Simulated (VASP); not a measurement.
# TaF4 (Im-3m) in VASP: a series of runs

The runs below take TaF4 through single point, relaxation of cell and atoms, with PBE.

All numbers are computed with VASP 6.6.1; they aren't measurements. Logs are shortened: lines on timing, memory, paths and dates and some standing lists are left out, and cuts for length are marked.

## (1) The cell of the first run

It takes space group Im-3m (No. 229, cubic). The conventional cell has a = 4.848 Å, b = 4.848 Å, c = 4.848 Å, α = 90.00°, β = 90.00°, γ = 90.00°. Within 2.8 Å of Ta (site symmetry m-3m) lie 8 F at 2.10 Å. Within 2.8 Å of F (site symmetry -3m) lie 2 Ta at 2.10 Å and 6 F at 2.42 Å.

The cell was built from a structure type or drawn by symmetry, and may not be a known phase.

## (2) Single point, PBE

The input, INCAR:

```
SYSTEM = TaF4
  PREC = Accurate
  ENCUT = 600
  EDIFF = 1E-6
  ISMEAR = 0
  SIGMA = 0.15
  LREAL = .False.
  LASPH = .True.
  NELM = 120
  ALGO = Normal
  ISIF = 2
  LWAVE = .False.
  LCHARG = .False.
  GGA = PE
  NBANDS = 28
  GGA_COMPAT = .False.
```

The input, KPOINTS:

```
regular mesh
0
Gamma
  3 3 3
  0 0 0
```

The input, POSCAR:

```
TaF4
1.0
   -2.4238378218      2.4238378218      2.4238378218
    2.4238378218     -2.4238378218      2.4238378218
    2.4238378218      2.4238378218     -2.4238378218
Ta F
1 4
Direct
    0.0000000000      0.0000000000      0.0000000000
    0.5000000000      0.5000000000      0.5000000000
    0.0000000000      0.0000000000      0.5000000000
    0.0000000000      0.5000000000      0.0000000000
    0.5000000000      0.0000000000      0.0000000000
```

Potentials or basis: VASP PAW PBE potentials, release 64 (Ta_pv, F).

Started as:

```sh
> cat potpaw_PBE.64/Ta_pv/POTCAR potpaw_PBE.64/F/POTCAR > POTCAR
> mpirun -np 1 vasp_std > vasp.out
```

OUTCAR:

```text
SYSTEM = TaF4
   PREC = Accurate
   ENCUT = 600
   EDIFF = 1E-6
   ISMEAR = 0
   LREAL = .False.
   LASPH = .True.
   NELM = 120
   ISIF = 2
   GGA = PE

 ion  position               nearest neighbor table
   1  0.000  0.000  0.000-   2 2.10   3 2.10   4 2.10   5 2.10   3 2.10   4 2.10   5 2.10   2 2.10

   2  0.500  0.500  0.500-   1 2.10   1 2.10
   3  0.000  0.000  0.500-   1 2.10   1 2.10
   4  0.000  0.500  0.000-   1 2.10   1 2.10
   5  0.500  0.000  0.000-   1 2.10   1 2.10

  LATTYP: Found a body centered cubic cell.
 ALAT       =     4.8476756436

  Lattice vectors:

 A1 = (  -2.4238378218,   2.4238378218,   2.4238378218)
 A2 = (   2.4238378218,  -2.4238378218,   2.4238378218)
 A3 = (   2.4238378218,   2.4238378218,  -2.4238378218)

Analysis of symmetry for initial positions (statically):
=====================================================================
 Subroutine PRICEL returns:
 Original cell was already a primitive cell.

 Routine SETGRP: Setting up the symmetry group for a
 body centered cubic supercell.

 Subroutine GETGRP returns: Found 48 space group operations
 (whereof 48 operations were pure point group operations)
 out of a pool of 48 trial point group operations.

The static configuration has the point symmetry O_h .

Analysis of symmetry for dynamics (positions and initial velocities):
=====================================================================
 Subroutine PRICEL returns:
 Original cell was already a primitive cell.

 Routine SETGRP: Setting up the symmetry group for a
 body centered cubic supercell.

 Subroutine GETGRP returns: Found 48 space group operations
 (whereof 48 operations were pure point group operations)
 out of a pool of 48 trial point group operations.

The dynamic configuration has the point symmetry O_h .

 Subroutine INISYM returns: Found 48 space group operations
 (whereof 48 operations are pure point group operations),
 and found     1 'primitive' translations

----------------------------------------------------------------------------------------

                                     Primitive cell

  volume of cell :      56.9601

  direct lattice vectors                    reciprocal lattice vectors
    -2.423837822  2.423837822  2.423837822     0.000000000  0.206284429  0.206284429
     2.423837822 -2.423837822  2.423837822     0.206284429  0.000000000  0.206284429
     2.423837822  2.423837822 -2.423837822     0.206284429  0.206284429  0.000000000

  length of vectors
     4.198210257  4.198210257  4.198210257     0.291730237  0.291730237  0.291730237

  position of ions in fractional coordinates (direct lattice)
     0.000000000  0.000000000  0.000000000
     0.500000000  0.500000000  0.500000000
     0.000000000  0.000000000  0.500000000
     0.000000000  0.500000000  0.000000000
     0.500000000  0.000000000  0.000000000

  ion indices of the primitive-cell ions
   primitive index   ion index
                 1           1
                 2           2
                 3           3
                 4           4
                 5           5

----------------------------------------------------------------------------------------

 KPOINTS: regular mesh

Automatic generation of k-mesh.
 Grid dimensions read from file:
 generate k-points for:    3    3    3

 Generating k-lattice:

  Cartesian coordinates                     Fractional coordinates (reciprocal lattice)
     0.000000000  0.068761476  0.068761476     0.333333333  0.000000000  0.000000000
     0.068761476  0.000000000  0.068761476     0.000000000  0.333333333  0.000000000
     0.068761476  0.068761476  0.000000000     0.000000000  0.000000000  0.333333333

  Length of vectors
     0.097243412  0.097243412  0.097243412

  Shift w.r.t. Gamma in fractional coordinates (k-lattice)
     0.000000000  0.000000000  0.000000000

 Subroutine IBZKPT returns following result:
 ===========================================

 Found      4 irreducible k-points:

 Following reciprocal coordinates:
            Coordinates               Weight
  0.000000  0.000000  0.000000      1.000000
  0.333333  0.000000  0.000000     12.000000
  0.333333  0.333333  0.000000      8.000000
 -0.333333  0.333333  0.333333      6.000000
   k-points           NKPTS =      4   k-points in BZ     NKDIM =      4   number of bands    NBANDS=     28
   number of dos      NEDOS =    301   number of ions     NIONS =      5
   total plane-waves  NPLWV =  46656
   dimension x,y,z NGX =    36 NGY =   36 NGZ =   36
   dimension x,y,z NGXF=    72 NGYF=   72 NGZF=   72
   ions per type =               1   4
   NGX,Y,Z   is equivalent  to a cutoff of  14.26, 14.26, 14.26 a.u.
   NGXF,Y,Z  is equivalent  to a cutoff of  28.51, 28.51, 28.51 a.u.
 SYSTEM =  TaF4
   PREC   = accura    normal or accurate (medium, high low for compatibility)
   ISTART =      0    job   : 0-new  1-cont  2-samecut
   ICHARG =      2    charge: 1-file 2-atom 10-const
   ISPIN  =      1    spin polarized calculation?
   LNONCOLLINEAR =      F non collinear calculations
   LSORBIT =      F    spin-orbit coupling
   LASPH  =      T    aspherical Exc in radial PAW
   ENCUT  =  600.0 eV  44.10 Ry    6.64 a.u.   8.38  8.38  8.38*2*pi/ulx,y,z
   NELM   =    120;   NELMIN=  2; NELMDL= -5     # of ELM steps
   EDIFF  = 0.1E-05   stopping-criterion for ELM
   LREAL  =      F    real-space projection
   EDIFFG = 0.1E-04   stopping-criterion for IOM
   NSW    =      0    number of steps for IOM
   IBRION =     -1    ionic relax: 0-MD 1-quasi-New 2-CG
   NFREE  =      0    steps in history (QN), initial steepest desc. (CG)
   ISIF   =      2    stress and relaxation
   ISYM   =      2    0-nonsym 1-usesym 2-fastsym
   POTIM  = 0.5000    time-step for ionic-motion
   TEBEG  =    0.0;   TEEND  =   0.0 temperature during run
   PSTRESS=    0.0 pullay stress
   NELECT =      39.0000    total number of electrons
   NUPDOWN=      -1.0000    fix difference up-down
   EMIN   =  10.00;   EMAX   =-10.00  energy-range for DOS
   EFERMI =   0.00;   METHOD = LEGACY
   ISMEAR =     0;   SIGMA  =   0.15  broadening in eV -4-tet -1-fermi 0-gaus
   EFERMI_NEDOS =   21; number of points for ismear=-14 and -15
   IALGO  =     38    algorithm
   IMIX   =      4    mixing-type and parameters
     AMIX     =   0.40;   BMIX     =  1.00
     AMIX_MAG =   1.60;   BMIX_MAG =  1.00
  volume/ion in A,a.u.               =      11.39        76.88
  Fermi-wavevector in a.u.,A,eV,Ry     =   1.442911  2.726706 28.327214  2.081992
  Thomas-Fermi vector in A             =   2.561378
   LORBIT       =      0    0 simple, 1 ext, 2 COOP (PROOUT), +10 PAW based schemes
   GGA     = PE    functional components
   LHFCALC =     F    Hartree Fock is set to
   AEXX    =    0.0000 exact exchange contribution
   IVDW    =     0    specifies the selected vdW correction
   LEPSILON=     F    determine dielectric tensor
   LRPA    =     F    only Hartree local field effects (RPA)
 non-spin polarized calculation
 Gauss-broadening in eV      SIGMA  =   0.15
  energy-cutoff  :      600.00
  volume of cell :       56.96
 maximum number of plane-waves:      1912
 NGX is ok and might be reduce to    36
   NGX = 17   NGY = 17   NGZ = 17

 number of electron      39.0000013 magnetization

 Free energy of the ion-electron system (eV)
  ---------------------------------------------------
  ext. energy  EPLUGINS =         0.00000000
  ---------------------------------------------------
  free energy    TOTEN  =       -32.82632906 eV

  energy without entropy =      -32.76928545  energy(sigma->0) =      -32.79780726

 E-fermi :   4.1397     XC(G=0): -10.5691

 val. band max:        4.0682469868   @ k =   0.3333   0.0000   0.0000
 cond. band min:       4.2257421067   @ k =   0.3333   0.0000   0.0000
 fundamental gap:      0.1574951200
 Fermi energy:         4.1396953705

 k-point     1 :       0.0000    0.0000    0.0000
  band No.  band energies     occupation
      1     -33.6235      2.00000
      2     -33.6235      2.00000
      3     -33.6235      2.00000
      4     -22.4053      2.00000
      5     -21.1561      2.00000
      6     -21.1561      2.00000
[... 20 lines left out ...]
     27      14.5672      0.00000
     28      15.4024      0.00000

 k-point     2 :       0.3333    0.0000    0.0000
  band No.  band energies     occupation
      1     -33.7056      2.00000
      2     -33.6618      2.00000
      3     -33.6220      2.00000
      4     -21.9539      2.00000
      5     -21.1886      2.00000
      6     -21.1862      2.00000
[... 20 lines left out ...]
     27      14.0546      0.00000
     28      14.4492      0.00000

 k-point     3 :       0.3333    0.3333    0.0000
  band No.  band energies     occupation
      1     -33.7037      2.00000
      2     -33.7037      2.00000
      3     -33.6412      2.00000
      4     -21.5913      2.00000
      5     -21.2050      2.00000
      6     -21.2050      2.00000
[... 20 lines left out ...]
     27      12.5250      0.00000
     28      14.2457      0.00000

 k-point     4 :      -0.3333    0.3333    0.3333
  band No.  band energies     occupation
      1     -33.7034      2.00000
      2     -33.7011      2.00000
      3     -33.7011      2.00000
      4     -21.5043      2.00000
      5     -21.1728      2.00000
      6     -21.1728      2.00000
[... 20 lines left out ...]
     27      14.4542      0.00000
     28      15.3646      0.00000

------------------------ aborting loop because EDIFF is reached ----------------------------------------

  FORCE on cell =-STRESS in cart. coord.  units (eV):
  Direction    XX          YY          ZZ          XY          YZ          ZX
  --------------------------------------------------------------------------------------
  -------------------------------------------------------------------------------------
  Total       -0.0334884     -0.0334884     -0.0334884      0.0000000      0.0000000      0.0000000
  in kB       -0.9419653     -0.9419653     -0.9419653      0.0000000      0.0000000      0.0000000
  external PRESSURE =      -0.9419653 kB  Pullay stress =       0.0000000 kB

 VOLUME and BASIS-vectors are now :
 -----------------------------------------------------------------------------
  energy-cutoff  :      600.00
  volume of cell :       56.96
      direct lattice vectors                 reciprocal lattice vectors
    -2.423837822  2.423837822  2.423837822     0.000000000  0.206284429  0.206284429
     2.423837822 -2.423837822  2.423837822     0.206284429  0.000000000  0.206284429
     2.423837822  2.423837822 -2.423837822     0.206284429  0.206284429  0.000000000

 POSITION                                       TOTAL-FORCE (eV/Angst)
 -----------------------------------------------------------------------------------
      0.00000      0.00000      0.00000         0.000000      0.000000     -0.000000
      1.21192      1.21192      1.21192         0.000000     -0.000000      0.000000
      1.21192      1.21192     -1.21192         0.000000      0.000000      0.000000
      1.21192     -1.21192      1.21192        -0.000000     -0.000000      0.000000
     -1.21192      1.21192      1.21192        -0.000000      0.000000     -0.000000
 -----------------------------------------------------------------------------------
    total drift:                               -0.000000     -0.000000      0.000000

  FREE ENERGIE OF THE ION-ELECTRON SYSTEM (eV)
  ---------------------------------------------------
  free  energy   TOTEN  =       -32.8263290645 eV

  energy  without entropy=      -32.7692854483  energy(sigma->0) =      -32.79780726
```

Wall time 7.2 s (1 thread of AMD EPYC 9R45 (Zen 5), shared host); peak memory 0.17 GiB.

What came out:

```yaml
Free_energy: -32.8263 eV
Pressure: -0.1 GPa
Band_gap_on_the_k_mesh: zero (an odd number of electrons rules out a gap without spin polarisation)
```

Levels at points of the mesh, in eV from the Fermi level:
| k point | band 16 | band 17 | band 18 | band 19 | band 20 | band 21 | band 22 | band 23 |
| --- | --- | --- | --- | --- | --- | --- | --- | --- |
| (0.00, 0.00, 0.00) | -5.42 | -5.42 | -4.39 | -4.39 | -1.19 | -1.19 | 1.12 | 1.12 |

Caveat: the k points lie up to 0.61 Å⁻¹ apart, too coarse for converged energies and pressures of a metal; spin-orbit coupling is left out, which moves the levels of the heavy elements; an odd number of electrons without spin polarisation forces a metal; a magnetic or distorted state may lie lower.

## (3) Single point, PBE

This run uses another cell than the first one, of 11.33 Å³/atom.

The input, INCAR:

```
ALGO     = Normal         # electronic algorithm
EDIFF    = 1E-6           # SCF threshold, eV
ENCUT    = 600            # plane-wave cutoff, eV
GGA      = PE             # functional
GGA_COMPAT= False        
ISIF     = 2              # what is computed and relaxed
ISMEAR   = 0              # smearing method
LASPH    = True           # aspherical terms in the spheres
LCHARG   = False          # write CHGCAR
LREAL    = False          # projectors in reciprocal space
LWAVE    = False          # write WAVECAR
NBANDS   = 28             # bands
NELM     = 120            # most SCF steps
PREC     = Accurate       # precision mode
SIGMA    = 0.1            # smearing width, eV
```

The input, KPOINTS:

```
k-points
0
Gamma
  6 6 6
```

The input, POSCAR:

```
TaF4
1.0
   -2.4193671128      2.4193671128      2.4193671128
    2.4193671128     -2.4193671128      2.4193671128
    2.4193671128      2.4193671128     -2.4193671128
Ta F
1 4
Direct
    0.0000000000      0.0000000000      0.0000000000
    0.0000000000      0.0000000000      0.5000000000
    0.0000000000      0.5000000000      0.0000000000
    0.5000000000      0.5000000000      0.5000000000
    0.5000000000      0.0000000000      0.0000000000
```

Potentials or basis: VASP PAW PBE potentials, release 64 (Ta_pv, F).

Started as:

```sh
> cat potpaw_PBE.64/Ta_pv/POTCAR potpaw_PBE.64/F/POTCAR > POTCAR
> mpirun -np 1 vasp_std > vasp.out
```

OUTCAR:

```text
EDIFF = 1E-6
   ENCUT = 600
   GGA = PE
   ISIF = 2
   ISMEAR = 0
   LASPH = True
   LREAL = False
   NELM = 120
   PREC = Accurate

 ion  position               nearest neighbor table
   1  0.000  0.000  0.000-   2 2.10   3 2.10   4 2.10   5 2.10   2 2.10   3 2.10   5 2.10   4 2.10

   2  0.000  0.000  0.500-   1 2.10   1 2.10
   3  0.000  0.500  0.000-   1 2.10   1 2.10
   4  0.500  0.500  0.500-   1 2.10   1 2.10
   5  0.500  0.000  0.000-   1 2.10   1 2.10

  LATTYP: Found a body centered cubic cell.
 ALAT       =     4.8387342256

  Lattice vectors:

 A1 = (  -2.4193671128,   2.4193671128,   2.4193671128)
 A2 = (   2.4193671128,  -2.4193671128,   2.4193671128)
 A3 = (   2.4193671128,   2.4193671128,  -2.4193671128)

Analysis of symmetry for initial positions (statically):
=====================================================================
 Subroutine PRICEL returns:
 Original cell was already a primitive cell.

 Routine SETGRP: Setting up the symmetry group for a
 body centered cubic supercell.

[... 163 lines left out ...]

 E-fermi :   4.3292     XC(G=0): -10.6054

 val. band max:        4.2935611752   @ k =   0.3333   0.0000   0.0000
 cond. band min:       4.4385436836   @ k =  -0.3333   0.3333   0.1667
 fundamental gap:      0.1449825084
 Fermi energy:         4.3292466347

 k-point     1 :       0.0000    0.0000    0.0000
  band No.  band energies     occupation
      1     -33.5526      2.00000
      2     -33.5526      2.00000
      3     -33.5526      2.00000
      4     -22.4118      2.00000
      5     -21.1511      2.00000
      6     -21.1511      2.00000
[... 485 lines left out ...]
     27      15.2658      0.00000
     28      15.2876      0.00000

------------------------ aborting loop because EDIFF is reached ----------------------------------------

  FORCE on cell =-STRESS in cart. coord.  units (eV):
  Direction    XX          YY          ZZ          XY          YZ          ZX
  --------------------------------------------------------------------------------------
  -------------------------------------------------------------------------------------
  Total       -0.0459084     -0.0459084     -0.0459084      0.0000000      0.0000000      0.0000000
  in kB       -1.2984854     -1.2984854     -1.2984854      0.0000000      0.0000000      0.0000000
  external PRESSURE =      -1.2984854 kB  Pullay stress =       0.0000000 kB

 VOLUME and BASIS-vectors are now :
 -----------------------------------------------------------------------------
  energy-cutoff  :      600.00
  volume of cell :       56.65
      direct lattice vectors                 reciprocal lattice vectors
    -2.419367113  2.419367113  2.419367113     0.000000000  0.206665618  0.206665618
     2.419367113 -2.419367113  2.419367113     0.206665618  0.000000000  0.206665618
     2.419367113  2.419367113 -2.419367113     0.206665618  0.206665618  0.000000000

 POSITION                                       TOTAL-FORCE (eV/Angst)
 -----------------------------------------------------------------------------------
      0.00000      0.00000      0.00000        -0.000000     -0.000000      0.000000
      1.20968      1.20968     -1.20968        -0.000000     -0.000000      0.000000
      1.20968     -1.20968      1.20968         0.000000      0.000000      0.000000
      1.20968      1.20968      1.20968        -0.000000      0.000000      0.000000
     -1.20968      1.20968      1.20968        -0.000000      0.000000     -0.000000
 -----------------------------------------------------------------------------------
    total drift:                               -0.000000     -0.000000      0.000000

  FREE ENERGIE OF THE ION-ELECTRON SYSTEM (eV)
  ---------------------------------------------------
  free  energy   TOTEN  =       -32.9313918210 eV

  energy  without entropy=      -32.9261890649  energy(sigma->0) =      -32.92879044
```

Run time: 20 s. Hardware: 1 thread of AMD EPYC 9R45 (Zen 5), shared host; peak memory 0.18 GiB.

Results:

* Free energy: -32.9314 eV
* Pressure: -0.1 GPa
* Band gap on the k mesh: zero (an odd number of electrons rules out a gap without spin polarisation)

Caveat: spin-orbit coupling is left out, which moves the levels of the heavy elements; an odd number of electrons without spin polarisation forces a metal; a magnetic or distorted state may lie lower.

(Continued in part 2 of 2.)
